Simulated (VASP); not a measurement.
Here is a VASP 6.6.1 calculation.

The input INCAR:

```
  PREC = Accurate
  ENCUT = 520
  EDIFF = 1E-6
  ISMEAR = 0
  SIGMA = 0.05
  LREAL = F
  LASPH = T
  NELM = 100
  ALGO = Normal
  ISIF = 2
  LWAVE = F
  LCHARG = T
  GGA = PE
  LELF = T
  LVHAR = T
  NBANDS = 16
```

The input KPOINTS:

```
Automatic mesh
0
Gamma
  9 9 6
```

POSCAR

```
AlN
1.0
    3.0776198361      0.0000000000      0.0000000000
   -1.5388099180      2.6652969613      0.0000000000
    0.0000000000      0.0000000000      4.9331731272
Al N
2 2
Direct
    0.3333333333      0.6666666667      0.0017290859
    0.6666666667      0.3333333333      0.5017290859
    0.3333333333      0.6666666667      0.3832709141
    0.6666666667      0.3333333333      0.8832709141
```

Potentials or basis: VASP PAW PBE potentials, release 64 (Al, N).

Run with:

```sh
$ cat potpaw_PBE.64/Al/POTCAR potpaw_PBE.64/N/POTCAR > POTCAR
$ mpirun -np 1 vasp_std > vasp.out
```

Q: What does it give for the pressure?

A: 10.7 GPa.

Q: Predict the band gap on the k mesh.

A: 4.49 eV.

Q: Predict the largest force.

A: 0.021 eV/Å.

Forces in eV/Å, atoms in the order of the input:
```
Al   0.000  0.000 -0.021
Al   0.000  0.000 -0.021
N    0.000  0.000  0.021
N    0.000  0.000  0.021
```

Caveat: the cell differs from its parent crystal (atoms displaced along a vibrational mode, the cell strained); the cell stands under pressure; an odd mesh through Γ misses points on the zone boundary, where band edges can lie.
